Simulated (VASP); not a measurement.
# Na (Im-3m) in VASP: a series of runs

The runs below take Na through single point, with PBE.

Everything below comes from runs of VASP 6.6.1. Logs are shortened: lines on timing, memory, paths and dates and some standing lists are left out, and cuts for length are marked.

**1. The cell of the first run**

Symmetry: Im-3m, No. 229, cubic system. The conventional cell has a = 4.208 Å, b = 4.208 Å, c = 4.208 Å, α = 90.00°, β = 90.00°, γ = 90.00°. Within 4.8 Å of Na (site symmetry m-3m) lie 14 Na at 3.64 to 4.21 Å.

**2. Single point, PBE**

INCAR

```
ALGO = Normal ; EDIFF = 1E-6
ENCUT = 500 ; GGA = PE
GGA_COMPAT = F ; ISIF = 2
ISMEAR = 0 ; LASPH = T
LCHARG = F ; LREAL = F
LWAVE = F ; NBANDS = 10
NELM = 120 ; PREC = Accurate
SIGMA = 0.1
```

KPOINTS

```
k-points
0
Gamma
  3 3 3
```

POSCAR

```
Na
1.0
   -2.1040267987      2.1040267987      2.1040267987
    2.1040267987     -2.1040267987      2.1040267987
    2.1040267987      2.1040267987     -2.1040267987
Na
1
Direct
    0.0000000000      0.0000000000      0.0000000000
```

Potentials or basis: VASP PAW PBE potentials, release 64 (Na_pv).

Run with:

```bash
$ cat potpaw_PBE.64/Na_pv/POTCAR > POTCAR
$ mpirun -np 1 vasp_std > vasp.out
```

OUTCAR:

```text
EDIFF = 1E-6
   ENCUT = 500
   GGA = PE
   ISIF = 2
   ISMEAR = 0
   LASPH = T
   LREAL = F
   NELM = 120
   PREC = Accurate

 ion  position               nearest neighbor table
   1  0.000  0.000  0.000-

  LATTYP: Found a body centered cubic cell.
 ALAT       =     4.2080535974

  Lattice vectors:

 A1 = (  -2.1040267987,   2.1040267987,   2.1040267987)
 A2 = (   2.1040267987,  -2.1040267987,   2.1040267987)
 A3 = (   2.1040267987,   2.1040267987,  -2.1040267987)

Analysis of symmetry for initial positions (statically):
=====================================================================
 Subroutine PRICEL returns:
 Original cell was already a primitive cell.

 Routine SETGRP: Setting up the symmetry group for a
 body centered cubic supercell.

 Subroutine GETGRP returns: Found 48 space group operations
[... 9 lines left out ...]

 Routine SETGRP: Setting up the symmetry group for a
 body centered cubic supercell.

 Subroutine GETGRP returns: Found 48 space group operations
[... 11 lines left out ...]
                                     Primitive cell

  volume of cell :      37.2575

  direct lattice vectors                    reciprocal lattice vectors
    -2.104026799  2.104026799  2.104026799     0.000000000  0.237639559  0.237639559
     2.104026799 -2.104026799  2.104026799     0.237639559  0.000000000  0.237639559
     2.104026799  2.104026799 -2.104026799     0.237639559  0.237639559  0.000000000

  length of vectors
     3.644281316  3.644281316  3.644281316     0.336073087  0.336073087  0.336073087

  position of ions in fractional coordinates (direct lattice)
     0.000000000  0.000000000  0.000000000

  ion indices of the primitive-cell ions
   primitive index   ion index
                 1           1

----------------------------------------------------------------------------------------

 KPOINTS: k-points

Automatic generation of k-mesh.
 Grid dimensions read from file:
 generate k-points for:    3    3    3

 Generating k-lattice:

  Cartesian coordinates                     Fractional coordinates (reciprocal lattice)
     0.000000000  0.079213186  0.079213186     0.333333333  0.000000000  0.000000000
     0.079213186  0.000000000  0.079213186     0.000000000  0.333333333  0.000000000
     0.079213186  0.079213186  0.000000000     0.000000000  0.000000000  0.333333333

  Length of vectors
     0.112024362  0.112024362  0.112024362

  Shift w.r.t. Gamma in fractional coordinates (k-lattice)
     0.000000000  0.000000000  0.000000000

 Subroutine IBZKPT returns following result:
 ===========================================

 Found      4 irreducible k-points:

 Following reciprocal coordinates:
            Coordinates               Weight
  0.000000  0.000000  0.000000      1.000000
  0.333333  0.000000  0.000000     12.000000
  0.333333  0.333333  0.000000      8.000000
 -0.333333  0.333333  0.333333      6.000000
   k-points           NKPTS =      4   k-points in BZ     NKDIM =      4   number of bands    NBANDS=     10
   number of dos      NEDOS =    301   number of ions     NIONS =      1
   total plane-waves  NPLWV =  21952
   dimension x,y,z NGX =    28 NGY =   28 NGZ =   28
   dimension x,y,z NGXF=    56 NGYF=   56 NGZF=   56
   ions per type =               1
   NGX,Y,Z   is equivalent  to a cutoff of  12.77, 12.77, 12.77 a.u.
   NGXF,Y,Z  is equivalent  to a cutoff of  25.55, 25.55, 25.55 a.u.
 SYSTEM =  unknown system
   PREC   = accura    normal or accurate (medium, high low for compatibility)
   ISTART =      0    job   : 0-new  1-cont  2-samecut
   ICHARG =      2    charge: 1-file 2-atom 10-const
   ISPIN  =      1    spin polarized calculation?
   LNONCOLLINEAR =      F non collinear calculations
   LSORBIT =      F    spin-orbit coupling
   LASPH  =      T    aspherical Exc in radial PAW
   ENCUT  =  500.0 eV  36.75 Ry    6.06 a.u.   6.64  6.64  6.64*2*pi/ulx,y,z
   NELM   =    120;   NELMIN=  2; NELMDL= -5     # of ELM steps
   EDIFF  = 0.1E-05   stopping-criterion for ELM
   LREAL  =      F    real-space projection
   EDIFFG = 0.1E-04   stopping-criterion for IOM
   NSW    =      0    number of steps for IOM
   IBRION =     -1    ionic relax: 0-MD 1-quasi-New 2-CG
   NFREE  =      0    steps in history (QN), initial steepest desc. (CG)
   ISIF   =      2    stress and relaxation
   ISYM   =      2    0-nonsym 1-usesym 2-fastsym
   POTIM  = 0.5000    time-step for ionic-motion
   TEBEG  =    0.0;   TEEND  =   0.0 temperature during run
   PSTRESS=    0.0 pullay stress
   NELECT =       7.0000    total number of electrons
   NUPDOWN=      -1.0000    fix difference up-down
   EMIN   =  10.00;   EMAX   =-10.00  energy-range for DOS
   EFERMI =   0.00;   METHOD = LEGACY
   ISMEAR =     0;   SIGMA  =   0.10  broadening in eV -4-tet -1-fermi 0-gaus
   EFERMI_NEDOS =   21; number of points for ismear=-14 and -15
   IALGO  =     38    algorithm
   IMIX   =      4    mixing-type and parameters
     AMIX     =   0.40;   BMIX     =  1.00
     AMIX_MAG =   1.60;   BMIX_MAG =  1.00
  volume/ion in A,a.u.               =      37.26       251.43
  Fermi-wavevector in a.u.,A,eV,Ry     =   0.937640  1.771883 11.961824  0.879169
  Thomas-Fermi vector in A             =   2.064772
   LORBIT       =      0    0 simple, 1 ext, 2 COOP (PROOUT), +10 PAW based schemes
   GGA     = PE    functional components
   LHFCALC =     F    Hartree Fock is set to
   AEXX    =    0.0000 exact exchange contribution
   IVDW    =     0    specifies the selected vdW correction
   LEPSILON=     F    determine dielectric tensor
   LRPA    =     F    only Hartree local field effects (RPA)
 non-spin polarized calculation
 Gauss-broadening in eV      SIGMA  =   0.10
  energy-cutoff  :      500.00
  volume of cell :       37.26
 maximum number of plane-waves:       959
 NGX is ok and might be reduce to    28
   NGX = 13   NGY = 13   NGZ = 13

 number of electron       7.0000007 magnetization

 Free energy of the ion-electron system (eV)
  ---------------------------------------------------
  ext. energy  EPLUGINS =         0.00000000
  ---------------------------------------------------
  free energy    TOTEN  =        -1.45538436 eV

  energy without entropy =       -1.45056620  energy(sigma->0) =       -1.45297528

 E-fermi :   0.7178     XC(G=0):  -6.4887

 val. band max:       -1.0346751198   @ k =   0.3333   0.0000   0.0000
 cond. band min:       0.8156368762   @ k =  -0.3333   0.3333   0.3333
 fundamental gap:      1.8503119960
 Fermi energy:         0.7178444236

 k-point     1 :       0.0000    0.0000    0.0000
  band No.  band energies     occupation
      1     -24.5904      2.00000
      2     -24.5904      2.00000
      3     -24.5904      2.00000
      4      -2.9525      2.00000
      5      12.0142      0.00000
      6      12.0142      0.00000
      7      12.0142      0.00000
      8      13.0133      0.00000
      9      13.0133      0.00000
     10      13.5676      0.00000

 k-point     2 :       0.3333    0.0000    0.0000
  band No.  band energies     occupation
      1     -24.6166      2.00000
      2     -24.5993      2.00000
      3     -24.5903      2.00000
      4      -1.0347      2.00000
      5       4.4543      0.00000
      6       8.9627      0.00000
      7       9.7944      0.00000
      8       9.9620      0.00000
      9      11.0580      0.00000
     10      15.2313      0.00000

 k-point     3 :       0.3333    0.3333    0.0000
  band No.  band energies     occupation
      1     -24.6144      2.00000
      2     -24.6144      2.00000
      3     -24.5948      2.00000
      4       2.3711      0.00000
      5       2.3711      0.00000
      6       3.3343      0.00000
      7       8.2601      0.00000
      8      13.0121      0.00000
      9      13.0121      0.00000
     10      14.3718      0.00000

 k-point     4 :      -0.3333    0.3333    0.3333
  band No.  band energies     occupation
      1     -24.6134      2.00000
      2     -24.6091      2.00000
      3     -24.6091      2.00000
      4       0.8156      0.16667
      5       5.7675      0.00000
      6       6.0133      0.00000
      7       6.0133      0.00000
      8       7.6949      0.00000
      9      11.9684      0.00000
     10      15.7282      0.00000

------------------------ aborting loop because EDIFF is reached ----------------------------------------

  FORCE on cell =-STRESS in cart. coord.  units (eV):
  Direction    XX          YY          ZZ          XY          YZ          ZX
  --------------------------------------------------------------------------------------
  -------------------------------------------------------------------------------------
  Total       -0.1068873     -0.1068873     -0.1068873      0.0000000     -0.0000000     -0.0000000
  in kB       -4.5964547     -4.5964547     -4.5964547      0.0000000     -0.0000000     -0.0000000
  external PRESSURE =      -4.5964547 kB  Pullay stress =       0.0000000 kB

 VOLUME and BASIS-vectors are now :
 -----------------------------------------------------------------------------
  energy-cutoff  :      500.00
  volume of cell :       37.26
      direct lattice vectors                 reciprocal lattice vectors
    -2.104026799  2.104026799  2.104026799     0.000000000  0.237639559  0.237639559
     2.104026799 -2.104026799  2.104026799     0.237639559  0.000000000  0.237639559
     2.104026799  2.104026799 -2.104026799     0.237639559  0.237639559  0.000000000

 POSITION                                       TOTAL-FORCE (eV/Angst)
 -----------------------------------------------------------------------------------
      0.00000      0.00000      0.00000         0.000000     -0.000000      0.000000
 -----------------------------------------------------------------------------------
    total drift:                               -0.000000     -0.000000     -0.000000

  FREE ENERGIE OF THE ION-ELECTRON SYSTEM (eV)
  ---------------------------------------------------
  free  energy   TOTEN  =        -1.4553843590 eV

  energy  without entropy=       -1.4505662021  energy(sigma->0) =       -1.45297528
```

Wall time 7.5 s (1 thread of Intel Xeon 8259CL, shared host); peak memory 0.14 GiB.

Results:

```yaml
Free_energy: -1.4554 eV
Pressure: -0.5 GPa
```

Levels at points of the mesh, in eV from the Fermi level:
```csv
k point,band 1,band 2,band 3,band 4,band 5,band 6,band 7
"(0.00, 0.00, 0.00)",-25.31,-25.31,-25.31,-3.67,11.30,11.30,11.30
```

Caveat: the k points lie up to 0.70 Å⁻¹ apart.

**3. Single point, PBE**

This run uses another cell than the first one, of 28.76 Å³/atom, 0.772 times its volume.

INCAR

```
SYSTEM = Na
PREC = Accurate ; ENCUT = 500
EDIFF = 1E-6 ; ISMEAR = 0
SIGMA = 0.1 ; LREAL = .FALSE.
LASPH = .TRUE. ; NELM = 120
ALGO = Normal ; ISIF = 2
LWAVE = .FALSE. ; LCHARG = .FALSE.
GGA = PE ; NBANDS = 10
GGA_COMPAT = .FALSE.
```

KPOINTS

```
Automatic mesh
0
G
  4 4 4
  0 0 0
```

POSCAR

```
Na
1.0
   -1.9301469157      1.9301469157      1.9301469157
    1.9301469157     -1.9301469157      1.9301469157
    1.9301469157      1.9301469157     -1.9301469157
Na
1
Direct
    0.0000000000      0.0000000000      0.0000000000
```

Potentials or basis: VASP PAW PBE potentials, release 64 (Na_pv).

Run with:

```bash
$ cat potpaw_PBE.64/Na_pv/POTCAR > POTCAR
$ mpirun -np 1 vasp_std > vasp.out
```

OUTCAR:

```text
SYSTEM = Na
   PREC = Accurate
   ENCUT = 500
   EDIFF = 1E-6
   ISMEAR = 0
   LREAL = .FALSE.
   LASPH = .TRUE.
   NELM = 120
   ISIF = 2
   GGA = PE

 ion  position               nearest neighbor table
   1  0.000  0.000  0.000-

  LATTYP: Found a body centered cubic cell.
 ALAT       =     3.8602938314

  Lattice vectors:

 A1 = (  -1.9301469157,   1.9301469157,   1.9301469157)
 A2 = (   1.9301469157,  -1.9301469157,   1.9301469157)
 A3 = (   1.9301469157,   1.9301469157,  -1.9301469157)

Analysis of symmetry for initial positions (statically):
=====================================================================
 Subroutine PRICEL returns:
 Original cell was already a primitive cell.

 Routine SETGRP: Setting up the symmetry group for a
 body centered cubic supercell.

 Subroutine GETGRP returns: Found 48 space group operations
 (whereof 48 operations were pure point group operations)
 out of a pool of 48 trial point group operations.

The static configuration has the point symmetry O_h .

[... 144 lines left out ...]
 cond. band min:       2.0089805577   @ k =   0.5000   0.0000   0.0000
 fundamental gap:      0.9159596225
 Fermi energy:         1.1004196378

 k-point     1 :       0.0000    0.0000    0.0000
  band No.  band energies     occupation
      1     -23.5824      2.00000
      2     -23.5824      2.00000
      3     -23.5824      2.00000
      4      -2.6846      2.00000
      5      14.6489      0.00000
      6      14.6490      0.00000
      7      14.6490      0.00000
      8      15.8105      0.00000
      9      15.8105      0.00000
     10      16.4917      0.00000
[... 79 lines left out ...]
 k-point     8 :       0.5000    0.5000    0.5000
  band No.  band energies     occupation
      1     -23.6421      2.00000
      2     -23.6421      2.00000
      3     -23.6421      2.00000
      4       6.0945      0.00000
      5       6.0945      0.00000
      6       7.0279      0.00000
      7       7.0279      0.00000
      8       7.0279      0.00000
      9      11.1897      0.00000
     10      23.7528      0.00000

------------------------ aborting loop because EDIFF is reached ----------------------------------------

  FORCE on cell =-STRESS in cart. coord.  units (eV):
  Direction    XX          YY          ZZ          XY          YZ          ZX
  --------------------------------------------------------------------------------------
  -------------------------------------------------------------------------------------
  Total        0.6252274      0.6252274      0.6252274      0.0000000      0.0000000      0.0000000
  in kB       34.8271124     34.8271124     34.8271124      0.0000000      0.0000000      0.0000000
  external PRESSURE =      34.8271124 kB  Pullay stress =       0.0000000 kB

 VOLUME and BASIS-vectors are now :
 -----------------------------------------------------------------------------
  energy-cutoff  :      500.00
  volume of cell :       28.76
      direct lattice vectors                 reciprocal lattice vectors
    -1.930146916  1.930146916  1.930146916     0.000000000  0.259047638  0.259047638
     1.930146916 -1.930146916  1.930146916     0.259047638  0.000000000  0.259047638
     1.930146916  1.930146916 -1.930146916     0.259047638  0.259047638  0.000000000

 POSITION                                       TOTAL-FORCE (eV/Angst)
 -----------------------------------------------------------------------------------
      0.00000      0.00000      0.00000        -0.000000      0.000000     -0.000000
 -----------------------------------------------------------------------------------
    total drift:                                0.000000      0.000000      0.000000

  FREE ENERGIE OF THE ION-ELECTRON SYSTEM (eV)
  ---------------------------------------------------
  free  energy   TOTEN  =        -1.1211518041 eV

  energy  without entropy=       -1.1001101940  energy(sigma->0) =       -1.11063100
```

OSZICAR:

```text
N       E                     dE             d eps       ncg     rms          rms(c)
DAV:   1     0.324153509927E+02    0.32415E+02   -0.38882E+03   162   0.681E+02
DAV:   2    -0.256321479634E+00   -0.32672E+02   -0.32487E+02   172   0.169E+02
DAV:   3    -0.112099905549E+01   -0.86468E+00   -0.86434E+00   222   0.263E+01
DAV:   4    -0.112298999965E+01   -0.19909E-02   -0.19908E-02   214   0.138E+00
DAV:   5    -0.112301011057E+01   -0.20111E-04   -0.20111E-04   196   0.140E-01    0.245E-01
DAV:   6    -0.112191185143E+01    0.10983E-02   -0.57403E-04   204   0.279E-01    0.160E-01
DAV:   7    -0.112115603900E+01    0.75581E-03   -0.11294E-03   196   0.342E-01    0.177E-02
DAV:   8    -0.112115219965E+01    0.38393E-05   -0.40767E-05   212   0.106E-01    0.229E-03
DAV:   9    -0.112115180412E+01    0.39553E-06   -0.17587E-07   140   0.386E-03
   1 F= -.11211518E+01 E0= -.11106310E+01  d E =-.210416E-01
```

It used 3.2 s of CPU time on 1 thread of Intel Xeon 8259CL (shared host).

What came out:

| Item | Value |
| --- | --- |
| Free energy | -1.1212 eV |
| Pressure | 3.5 GPa |

Caveat: the k points lie up to 0.58 Å⁻¹ apart.

(Part 1 of 2 ends here.)
